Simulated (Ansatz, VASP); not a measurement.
## Two plane-wave programs on KSrBr3

File POSCAR:

```
KSrBr3
1.0
    5.9380462104      0.0000000000      0.0000000000
    0.0000000000      5.9380462104      0.0000000000
    0.0000000000      0.0000000000      5.9380462104
K Sr Br
1 1 3
Direct
    0.0000000000      0.0000000000      0.0000000000
    0.5000000000      0.5000000000      0.5000000000
    0.5000000000      0.5000000000      0.0000000000
    0.5000000000      0.0000000000      0.5000000000
    0.0000000000      0.5000000000      0.5000000000
```

Contents of INCAR.step1:

```
PREC     = Accurate       # precision mode
ENCUT    = 520            # plane-wave cutoff, eV
ISMEAR   = 0              # smearing method
SIGMA    = 0.01           # smearing width, eV
LREAL    = False          # projectors in reciprocal space
LASPH    = True           # aspherical terms in the spheres
NELM     = 60             # most SCF steps
NBANDS   = 28             # bands
GGA      = PE             # functional
ALGO     = Normal         # electronic algorithm
EDIFF    = 1E-4           # SCF threshold, eV
LWAVE    = True           # write WAVECAR
LCHARG   = False          # write CHGCAR
```

File INCAR.step2:

```
PREC     = Accurate       # precision mode
ENCUT    = 520            # plane-wave cutoff, eV
EDIFF    = 1E-7           # SCF threshold, eV
ISMEAR   = 0              # smearing method
SIGMA    = 0.01           # smearing width, eV
LREAL    = False          # projectors in reciprocal space
LASPH    = True           # aspherical terms in the spheres
NELM     = 60             # most SCF steps
ALGO     = Normal         # electronic algorithm
ISIF     = 2              # what is computed and relaxed
LWAVE    = False          # write WAVECAR
LCHARG   = False          # write CHGCAR
METAGGA  = R2SCAN         # meta-GGA
LMIXTAU  = True         
NBANDS   = 28             # bands
ISTART   = 1
```

File KPOINTS:

```
Automatic mesh
0
Gamma
  4 4 4
```

Input for Ansatz:

```yaml
crystal:
  lattice:
    - [5.9380462104, 0.0, 0.0]
    - [0.0, 5.9380462104, 0.0]
    - [0.0, 0.0, 5.9380462104]
  atoms:
    - { symbol: K, position: [0.0, 0.0, 0.0] }
    - { symbol: Sr, position: [0.5, 0.5, 0.5] }
    - { symbol: Br, position: [0.5, 0.5, 0.0] }
    - { symbol: Br, position: [0.5, 0.0, 0.5] }
    - { symbol: Br, position: [0.0, 0.5, 0.5] }
kpoints:
  mp_grid: { grid: [4, 4, 4] }
  band_path:
    path: [[0.0, 0.0, 0.0], [0.0, 0.5, 0.0], [0.5, 0.5, 0.0], [0.5, 0.5, 0.5]]
    npoints: 1
hamiltonian:
  xc: r2scan
scf:
  occupations: { method: fixed }
  n_extra_bands: 5
output:
  forces: true
  stress: true
  eigenvalues: true
```

Alike in both runs: task single point; functional r2SCAN; k mesh 4 × 4 × 4; no spin polarisation.

```csv
,VASP,Ansatz
version,VASP 6.6.1,Ansatz 0.2.0
potentials or method,"VASP PAW PBE potentials, release 64 (K_sv, Sr_sv, Br)","plane waves, PAW"
plane-wave cutoff (eV),520,500
occupations,"gaussian, width 0.01 eV",fixed
valence electrons in the cell,40,40
```

```csv
,VASP,Ansatz,Ansatz less VASP
gap on the k mesh at the Fermi level (eV),4.44,4.44,-0.001
pressure (GPa),0.0,0.0,-0.04
```

VASP's potentials were made for PBE, not for r2SCAN.
